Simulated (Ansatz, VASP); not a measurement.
## Si in VASP and in Ansatz

File POSCAR:

```
Si
1.0
    0.0000000000      2.7440864455      2.7440864455
    2.7440864455      0.0000000000      2.7440864455
    2.7440864455      2.7440864455      0.0000000000
Si
2
Direct
    0.0000000000      0.0000000000      0.0000000000
    0.2500000000      0.2500000000      0.2500000000
```

File INCAR.step1:

```
SYSTEM = Si
PREC = Accurate
ENCUT = 520
EDIFF = 1E-5
ISMEAR = -1
SIGMA = 0.05
LREAL = .FALSE.
LASPH = .TRUE.
NELM = 100
ALGO = Normal
ISIF = 2
LWAVE = .TRUE.
LCHARG = .FALSE.
GGA = PE
NBANDS = 11
```

INCAR.step2

```
SYSTEM = Si
PREC = Accurate
ENCUT = 520
EDIFF = 1E-6
ISMEAR = -1
SIGMA = 0.05
LREAL = .FALSE.
LASPH = .TRUE.
NELM = 100
ALGO = Normal
ISIF = 2
LWAVE = .FALSE.
LCHARG = .FALSE.
GGA = PE
LHFCALC = .TRUE.
HFSCREEN = 0.2079
PRECFOCK = Normal
ISTART = 1
NBANDS = 11
```

Contents of KPOINTS:

```
regular mesh
0
G
  4 4 4
  0 0 0
```

Input for Ansatz:

```yaml
crystal:
  lattice:
    - [0.0, 2.744086445488, 2.744086445488]
    - [2.744086445488, 0.0, 2.744086445488]
    - [2.744086445488, 2.744086445488, 0.0]
  atoms:
    - { symbol: Si, position: [0.0, 0.0, 0.0] }
    - { symbol: Si, position: [0.25, 0.25, 0.25] }
kpoints:
  mp_grid: { grid: [4, 4, 4] }
hamiltonian:
  xc: hse06
  pseudopotentials: { kind: paw, source: ansatz }
scf:
  occupations: { method: fermi_dirac, width: 0.05 }
  convergence: { dr2_threshold: "1e-10 eV" }
  exx: { energy_threshold: "2e-8 eV", singularity: regularized }
output:
  forces: true
  stress: true
  eigenvalues: true
```

Alike in both runs: task single point; functional HSE06; k mesh 4 × 4 × 4; occupations fermi-dirac, width 0.05 eV; no spin polarisation.

|  | VASP | Ansatz |
| --- | --- | --- |
| version | VASP 6.6.1 | Ansatz 0.2.0 development build |
| potentials or method | VASP PAW PBE potentials, release 64 (Si) | plane waves, PAW datasets (hand-made set) |
| plane-wave cutoff (eV) | 520 | 460 |
| valence electrons in the cell | 8 | 8 |

|  | VASP | Ansatz | Ansatz less VASP |
| --- | --- | --- | --- |
| gap on the k mesh at the Fermi level (eV) | 1.39 | 1.38 | -0.008 |

The k mesh is coarse, so the values compare programs but aren't converged.
